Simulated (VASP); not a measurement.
# AlAs (F-43m) in VASP: settings compared

The runs below take AlAs through single point, with RPBE, PBEsol.

Program: VASP 6.6.1. These are calculated values, not measurements. Logs are shortened: lines on timing, memory, paths and dates and some standing lists are left out, and cuts for length are marked.

## (1) The cell of the first run

It takes space group F-43m (No. 216, cubic). Conventional cell: a = 5.676 Å, b = 5.676 Å, c = 5.676 Å, α = 90.00°, β = 90.00°, γ = 90.00°. Al (site symmetry -43m) has 4 As at 2.46 Å within 3.2 Å. Within 3.2 Å of As (site symmetry -43m) lie 4 Al at 2.46 Å.

## (2) Single point, RPBE

INCAR

```
PREC = Accurate
ENCUT = 500
EDIFF = 1E-6
ISMEAR = 0
SIGMA = 0.1
LREAL = False
LASPH = True
NELM = 120
ALGO = Normal
ISIF = 2
LWAVE = False
LCHARG = True
GGA = RP
LELF = True
LVHAR = True
NBANDS = 11
GGA_COMPAT = False
```

KPOINTS

```
Automatic mesh
0
Gamma
  4 4 4
```

POSCAR

```
AlAs
1.0
    0.0000000000      2.8379008005      2.8379008005
    2.8379008005      0.0000000000      2.8379008005
    2.8379008005      2.8379008005      0.0000000000
Al As
1 1
Direct
    0.0000000000      0.0000000000      0.0000000000
    0.7500000000      0.7500000000      0.7500000000
```

Potentials or basis: VASP PAW PBE potentials, release 64 (Al, As).

Run with:

```
> cat potpaw_PBE.64/Al/POTCAR potpaw_PBE.64/As/POTCAR > POTCAR
> mpirun -np 1 vasp_std > vasp.out
```

OUTCAR:

```text
PREC = Accurate
   ENCUT = 500
   EDIFF = 1E-6
   ISMEAR = 0
   LREAL = False
   LASPH = True
   NELM = 120
   ISIF = 2
   GGA = RP

 ion  position               nearest neighbor table
   1  0.000  0.000  0.000-   2 2.46   2 2.46   2 2.46   2 2.46
   2  0.750  0.750  0.750-   1 2.46   1 2.46   1 2.46   1 2.46

  LATTYP: Found a face centered cubic cell.
 ALAT       =     5.6758016010

  Lattice vectors:

 A1 = (   0.0000000000,   2.8379008005,   2.8379008005)
 A2 = (   2.8379008005,   0.0000000000,   2.8379008005)
 A3 = (   2.8379008005,   2.8379008005,   0.0000000000)

Analysis of symmetry for initial positions (statically):
=====================================================================
 Subroutine PRICEL returns:
 Original cell was already a primitive cell.

 Routine SETGRP: Setting up the symmetry group for a
 face centered cubic supercell.

 Subroutine GETGRP returns: Found 24 space group operations
 (whereof 24 operations were pure point group operations)
 out of a pool of 48 trial point group operations.

The static configuration has the point symmetry T_d .

Analysis of symmetry for dynamics (positions and initial velocities):
=====================================================================
 Subroutine PRICEL returns:
 Original cell was already a primitive cell.

 Routine SETGRP: Setting up the symmetry group for a
 face centered cubic supercell.

 Subroutine GETGRP returns: Found 24 space group operations
 (whereof 24 operations were pure point group operations)
 out of a pool of 48 trial point group operations.

The dynamic configuration has the point symmetry T_d .

 Subroutine INISYM returns: Found 24 space group operations
 (whereof 24 operations are pure point group operations),
 and found     1 'primitive' translations

----------------------------------------------------------------------------------------

                                     Primitive cell

  volume of cell :      45.7111

  direct lattice vectors                    reciprocal lattice vectors
     0.000000000  2.837900800  2.837900800    -0.176186567  0.176186567  0.176186567
     2.837900800  0.000000000  2.837900800     0.176186567 -0.176186567  0.176186567
     2.837900800  2.837900800  0.000000000     0.176186567  0.176186567 -0.176186567

  length of vectors
     4.013397801  4.013397801  4.013397801     0.305164086  0.305164086  0.305164086

  position of ions in fractional coordinates (direct lattice)
     0.000000000  0.000000000  0.000000000
     0.750000000  0.750000000  0.750000000

[... 68 lines left out ...]
   TEBEG  =    0.0;   TEEND  =   0.0 temperature during run
   PSTRESS=    0.0 pullay stress
   NELECT =       8.0000    total number of electrons
   NUPDOWN=      -1.0000    fix difference up-down
   EMIN   =  10.00;   EMAX   =-10.00  energy-range for DOS
   EFERMI =   0.00;   METHOD = LEGACY
   ISMEAR =     0;   SIGMA  =   0.10  broadening in eV -4-tet -1-fermi 0-gaus
   EFERMI_NEDOS =   21; number of points for ismear=-14 and -15
   IALGO  =     38    algorithm
   IMIX   =      4    mixing-type and parameters
     AMIX     =   0.40;   BMIX     =  1.00
     AMIX_MAG =   1.60;   BMIX_MAG =  1.00
  volume/ion in A,a.u.               =      22.86       154.24
  Fermi-wavevector in a.u.,A,eV,Ry     =   0.915723  1.730466 11.409155  0.838549
  Thomas-Fermi vector in A             =   2.040497
   LORBIT       =      0    0 simple, 1 ext, 2 COOP (PROOUT), +10 PAW based schemes
   GGA     = RP    functional components
   LHFCALC =     F    Hartree Fock is set to
   AEXX    =    0.0000 exact exchange contribution
   IVDW    =     0    specifies the selected vdW correction
   LEPSILON=     F    determine dielectric tensor
   LRPA    =     F    only Hartree local field effects (RPA)
 non-spin polarized calculation
 Gauss-broadening in eV      SIGMA  =   0.10
  energy-cutoff  :      500.00
  volume of cell :       45.71
 maximum number of plane-waves:      1211
 NGX is ok and might be reduce to    30
   NGX = 15   NGY = 15   NGZ = 15

 number of electron       8.0000000 magnetization

 Free energy of the ion-electron system (eV)
  ---------------------------------------------------
  ext. energy  EPLUGINS =         0.00000000
  ---------------------------------------------------
  free energy    TOTEN  =        -8.68585748 eV

  energy without entropy =       -8.68585748  energy(sigma->0) =       -8.68585748

 E-fermi :   4.4446     XC(G=0):  -8.8618

 val. band max:        3.9474311589   @ k =   0.0000   0.0000   0.0000
 cond. band min:       5.4604832179   @ k =   0.5000   0.5000   0.0000
 fundamental gap:      1.5130520590
 Fermi energy:         4.4445531983

 k-point     1 :       0.0000    0.0000    0.0000
  band No.  band energies     occupation
      1      -7.8356      2.00000
      2       3.9474      2.00000
      3       3.9474      2.00000
      4       3.9474      2.00000
      5       6.0777      0.00000
      6       8.2248      0.00000
      7       8.2248      0.00000
      8       8.2248      0.00000
      9      12.8957      0.00000
     10      12.8957      0.00000
     11      12.9895      0.00000
[... 85 lines left out ...]
 k-point     8 :      -0.2500    0.5000    0.2500
  band No.  band energies     occupation
      1      -5.8485      2.00000
      2      -1.1097      2.00000
      3       0.8159      2.00000
      4       1.1608      2.00000
      5       8.3260      0.00000
      6       9.5890      0.00000
      7       9.6629      0.00000
      8      10.0495      0.00000
      9      14.5585      0.00000
     10      16.1917      0.00000
     11      16.5348      0.00000

------------------------ aborting loop because EDIFF is reached ----------------------------------------

  FORCE on cell =-STRESS in cart. coord.  units (eV):
  Direction    XX          YY          ZZ          XY          YZ          ZX
  --------------------------------------------------------------------------------------
  -------------------------------------------------------------------------------------
  Total        1.1235847      1.1235847      1.1235847      0.0000000      0.0000000     -0.0000000
  in kB       39.3817270     39.3817270     39.3817270      0.0000000      0.0000000     -0.0000000
  external PRESSURE =      39.3817270 kB  Pullay stress =       0.0000000 kB

 VOLUME and BASIS-vectors are now :
 -----------------------------------------------------------------------------
  energy-cutoff  :      500.00
  volume of cell :       45.71
      direct lattice vectors                 reciprocal lattice vectors
     0.000000000  2.837900800  2.837900800    -0.176186567  0.176186567  0.176186567
     2.837900800  0.000000000  2.837900800     0.176186567 -0.176186567  0.176186567
     2.837900800  2.837900800  0.000000000     0.176186567  0.176186567 -0.176186567

 POSITION                                       TOTAL-FORCE (eV/Angst)
 -----------------------------------------------------------------------------------
      0.00000      0.00000      0.00000         0.000000     -0.000000     -0.000000
      4.25685      4.25685      4.25685        -0.000000      0.000000      0.000000
 -----------------------------------------------------------------------------------
    total drift:                                0.000000      0.000000     -0.000000

  FREE ENERGIE OF THE ION-ELECTRON SYSTEM (eV)
  ---------------------------------------------------
  free  energy   TOTEN  =        -8.6858574816 eV

  energy  without entropy=       -8.6858574816  energy(sigma->0) =       -8.68585748
```

stdout:

```text
POSCAR found type information on POSCAR AlAs
 POSCAR found :  2 types and       2 ions
 scaLAPACK will be used
 -----------------------------------------------------------------------------
|                                                                             |
|                                                                             |
|     You enforced a specific xc type in the INCAR file but a different       |
|     I HOPE YOU KNOW WHAT YOU ARE DOING!                                     |
|                                                                             |
 -----------------------------------------------------------------------------

 LDA part: xc-table for (Slater+PW92), standard interpolation
 POSCAR, INCAR and KPOINTS ok, starting setup
 FFT: planning ... GRIDC
 FFT: planning ... GRID_SOFT
 FFT: planning ... GRID
 WAVECAR not read
 entering main loop
```

Run time: 6.3 s. Hardware: 1 thread of Intel Xeon Platinum 8559C (Emerald Rapids), shared host; peak memory 0.16 GiB.

What came out:

```yaml
Free_energy: -8.6859 eV
Pressure: 3.9 GPa
Band_gap_on_the_k_mesh: 1.51 eV, indirect (least direct gap 2.13 eV)
```

Caveat: the k points lie up to 0.48 Å⁻¹ apart; the PAW data sets were made with another functional, which shifts forces and pressure a little.

## (3) Single point, PBEsol

INCAR

```
SYSTEM = AlAs
  PREC = Accurate
  ENCUT = 500
  EDIFF = 1E-6
  ISMEAR = -4
  SIGMA = 0.1
  LREAL = .FALSE.
  LASPH = .TRUE.
  NELM = 120
  ALGO = Normal
  ISIF = 2
  LWAVE = .FALSE.
  LCHARG = .FALSE.
  GGA = PS
  NBANDS = 11
  GGA_COMPAT = .FALSE.
```

KPOINTS

```
regular mesh
0
G
  4 4 4
  0 0 0
```

POSCAR is that of step 2.

Potentials or basis: VASP PAW PBE potentials, release 64 (Al, As).

Run with:

```
> cat potpaw_PBE.64/Al/POTCAR potpaw_PBE.64/As/POTCAR > POTCAR
> mpirun -np 1 vasp_std > vasp.out
```

Wall time 4.5 s (1 thread of Intel Xeon Platinum 8559C (Emerald Rapids), shared host); peak memory 0.16 GiB.

Results (log left out):

| Property | Result |
| --- | --- |
| Free energy | -9.9443 eV |
| Pressure | 0.5 GPa |
| Band gap on the k mesh | 1.30 eV, indirect (least direct gap 1.91 eV) |

Levels at points of the mesh, in eV from the valence-band top:
```tsv
k point	band 2	band 3	band 4	band 5	band 6	band 7
(0.00, 0.00, 0.00)	0.00	0.00	0.00	1.91	4.22	4.22
(0.50, 0.00, 0.00)	-5.59	-0.82	-0.82	2.03	4.60	4.60
(0.50, 0.50, 0.00)	-5.44	-2.18	-2.18	1.30	2.19	10.20
```

Caveat: the k points lie up to 0.48 Å⁻¹ apart; the PAW data sets were made with another functional, which shifts forces and pressure a little.
